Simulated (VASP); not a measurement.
Crystal: In2O3.

```
In O
1.0
     2.80898    1.62177    4.95053
    -2.80898    1.62177    4.95053
     0.00000   -3.24353    4.95053
In O
4 6
Direct
  0.64366 0.64366 0.64366
  0.85634 0.85634 0.85634
  0.35634 0.35634 0.35634
  0.14366 0.14366 0.14366
  0.04704 0.75000 0.45296
  0.75000 0.45296 0.04704
  0.45296 0.04704 0.75000
  0.95296 0.25000 0.54704
  0.54704 0.95296 0.25000
  0.25000 0.54704 0.95296
```

This cell differs from its parent crystal: strain +2.0%.

Base run:

* Program: VASP 6.6.1
* Functional: PBE
* Potentials or basis: VASP PAW PBE potentials, release 64 (In_d, O)
* Cutoff: 520 eV
* k mesh: 6 × 6 × 6
* Occupations: fermi-dirac, width 0.02 eV
* Spin: no spin polarisation

Its results: band gap on the k mesh 0.83 eV, indirect (least direct gap 0.92 eV); pressure -2.7 GPa; largest force 0.086 eV/Å.

The run is repeated on the same cell with these changes: functional from PBE to r2SCAN; occupations from fermi-dirac, width 0.02 eV to gaussian, width 0.01 eV. What comes out?

Band gap on the k mesh 1.40 eV, indirect (least direct gap 1.48 eV); pressure -8.5 GPa; largest force 0.018 eV/Å.

Caveats: spin-orbit coupling is left out, which moves the levels of the heavy elements; the PAW data sets were made with another functional, which shifts forces and pressure a little (some runs).

A k mesh can miss the band edges.
